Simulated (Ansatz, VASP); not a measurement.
# Bi2AsBrO4 in VASP and in Ansatz

```
CELL_PARAMETERS angstrom
3.84577 0.00000 0.00000
0.00000 3.84577 0.00000
0.00000 0.00000 9.04668
ATOMIC_POSITIONS crystal
Br 0.00000 0.00000 0.50000
As 0.00000 0.00000 0.00000
Bi 0.50000 0.50000 0.72560
Bi 0.50000 0.50000 0.27440
O 0.50000 0.00000 0.84100
O 0.00000 0.50000 0.84100
O 0.50000 0.00000 0.15900
O 0.00000 0.50000 0.15900
```

Alike in both runs: task single point; functional r2SCAN; k mesh 7 × 7 × 3; occupations fermi-dirac, width 0.0386 eV; no spin polarisation.

|  | VASP | Ansatz |
| --- | --- | --- |
| version | VASP 6.6.1 | Ansatz 0.2.0 |
| potentials or method | VASP PAW PBE potentials, release 64 (Br, As, Bi_d, O), cutoff 520 eV | PAW plane waves |
| valence electrons in the cell | 66 | 76 |

VASP gave:

* gap on the k mesh at the Fermi level (eV): 1.89
* pressure (GPa): 0.8
* traceless stress, the component that is largest in VASP (GPa): -2.00
* rms of the force components (eV/Å): 0.636

Q: Estimate Ansatz's values.

A: gap on the k mesh at the Fermi level (eV): 1.92; pressure (GPa): 0.5; traceless stress, the component that is largest in VASP (GPa): -1.83; rms of the force components (eV/Å): 0.589.

VASP's potentials were made for PBE, not for r2SCAN. Atom by atom the forces differ by 0.052 eV/Å (rms over components). With one functional, cell and mesh, what is left measures potentials, basis and numerics. VASP's potentials hold 66 valence electrons a cell and Ansatz's 76, so a difference there can come from the potentials and not from the codes.

Neither program's run includes spin-orbit coupling.
